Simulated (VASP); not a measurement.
Input of a VASP 6.6.1 run:

The input INCAR:

```
SYSTEM = CuI
  PREC = Accurate
  ENCUT = 520
  EDIFF = 1E-6
  ISMEAR = -1
  SIGMA = 0.05
  LREAL = .FALSE.
  LASPH = .TRUE.
  NELM = 150
  ALGO = Normal
  ISIF = 2
  LWAVE = .FALSE.
  LCHARG = .FALSE.
  MAGMOM = 0 0 0 0 0 0
  LORBIT = 11
  LSORBIT = .TRUE.
  GGA_COMPAT = .FALSE.
  LORBMOM = .TRUE.
  LMAXMIX = 4
  GGA = PS
  NBANDS = 30
```

File KPOINTS:

```
Automatic mesh
0
G
  6 6 6
  0 0 0
```

The input POSCAR:

```
CuI
1.0
    0.0000000000      3.0315000000      3.0315000000
    3.0315000000      0.0000000000      3.0315000000
    3.0315000000      3.0315000000      0.0000000000
I Cu
1 1
Direct
    0.0000000000      0.0000000000      0.0000000000
    0.7500000000      0.7500000000      0.7500000000
```

Potentials or basis: VASP PAW PBE potentials, release 64 (I, Cu).

Launch:

```console
$ cat potpaw_PBE.64/I/POTCAR potpaw_PBE.64/Cu/POTCAR > POTCAR
$ mpirun -np 1 vasp_ncl > vasp.out
```

**Question.** Predict the net moment.

**Answer.** 0.00 μB per cell.

**Question.** What does it give for the pressure?

**Answer.** -2.4 GPa.

Moments on the atoms (μB; x, y, z):
```
I   0.00 0.00 0.00
Cu  0.00 0.00 0.00
```

Caveat: the PAW data sets were made with another functional, which shifts forces and pressure a little.
